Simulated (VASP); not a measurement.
A run of VASP 6.6.1:

INCAR

```
SYSTEM = Si2Mo
PREC = Accurate ; ENCUT = 520
EDIFF = 1E-6 ; ISMEAR = 0
SIGMA = 0.15 ; LREAL = .FALSE.
LASPH = .TRUE. ; NELM = 100
ALGO = Normal ; ISIF = 2
LWAVE = .FALSE. ; LCHARG = .FALSE.
GGA = PE ; NBANDS = 18
```

The input KPOINTS:

```
Automatic mesh
0
G
  18 18 18
  0 0 0
```

Contents of POSCAR:

```
Si2Mo
1.0
   -1.5441464357      1.5441464357      3.9366136217
    1.5441464357     -1.5441464357      3.9366136217
    1.5441464357      1.5441464357     -3.9366136217
Si Mo
2 1
Direct
    0.3350971189      0.2981058086     -0.0369913103
    0.6649028811      0.7018941914      0.0369913103
    0.0000000000      0.0000000000      0.0000000000
```

Potentials or basis: VASP PAW PBE potentials, release 64 (Si, Mo_sv).

Launch:

```console
$ cat potpaw_PBE.64/Si/POTCAR potpaw_PBE.64/Mo_sv/POTCAR > POTCAR
$ mpirun -np 1 vasp_std > vasp.out
```

Hardware: 1 thread of Intel(R) Xeon(R) Platinum 8488C (Sapphire Rapids), on a shared host.

Question: How long does it take, and how much memory?

Answer: Wall time 19 min on 1 thread of Intel(R) Xeon(R) Platinum 8488C (Sapphire Rapids) (shared host), peak memory 1 GiB. Counts: scf iterations 13, k points 1550.
